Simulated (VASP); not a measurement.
# HfSiO4: single point with PBE

Crystal: HfSiO4.

```
Hf Si O
1.0
     5.60212    0.00000    0.00000
    -2.80106    4.85158    0.00000
     0.00000    0.00000    3.19453
Hf Si O
1 1 4
Direct
  0.33333 0.66667 0.00000
  0.66667 0.33333 0.50000
  0.48361 0.51639 0.50000
  0.48361 0.96721 0.50000
  0.03279 0.51639 0.50000
  0.66667 0.33333 0.00000
```

- Program: VASP 6.6.1
- Task: single point
- Functional: PBE
- Potentials or basis: VASP PAW PBE potentials, release 64 (Hf_pv, Si, O)
- Cutoff: 520 eV
- k mesh: 6 × 6 × 8
- Occupations: gaussian, width 0.02 eV
- Spin: no spin polarisation
- Dipole correction: no
- Further INCAR settings: ALGO = Normal; EDIFF = 1e-06; NBANDS = 28

```
Pressure               : -1.0 GPa
Largest force          : 0.172 eV/Å
Band gap on the k mesh : 2.32 eV, indirect (least direct gap 2.63 eV)
```

Forces on the atoms (eV/Å):
```
Hf   0.000  0.000  0.000
Si   0.000  0.000  0.000
O   -0.149  0.086  0.000
O    0.000 -0.172  0.000
O    0.149  0.086  0.000
O    0.000  0.000  0.000
```

Stress tensor (GPa, compression positive):
```
-0.70  0.00  0.00
 0.00 -0.70  0.00
 0.00  0.00 -1.56
```

Levels at points of the mesh, in eV from the valence-band top:
```csv
k point,band 17,band 18,band 19,band 20,band 21,band 22
"(0.00, 0.00, 0.00)",-0.42,-0.31,-0.31,2.32,4.98,4.98
"(0.50, 0.00, 0.00)",-1.13,-0.70,0.00,3.07,4.94,5.19
"(0.00, 0.00, 0.50)",-0.26,-0.17,-0.17,4.53,4.53,5.00
"(0.50, 0.00, 0.50)",-0.74,-0.61,-0.26,4.26,4.69,5.32
```

Wall time 35 s on 1 thread of Intel(R) Xeon(R) 6975P-C (Granite Rapids) (shared host), peak memory 0.24 GiB.

Caveat: spin-orbit coupling is left out, which moves the levels of the heavy elements. A k mesh can miss the band edges.
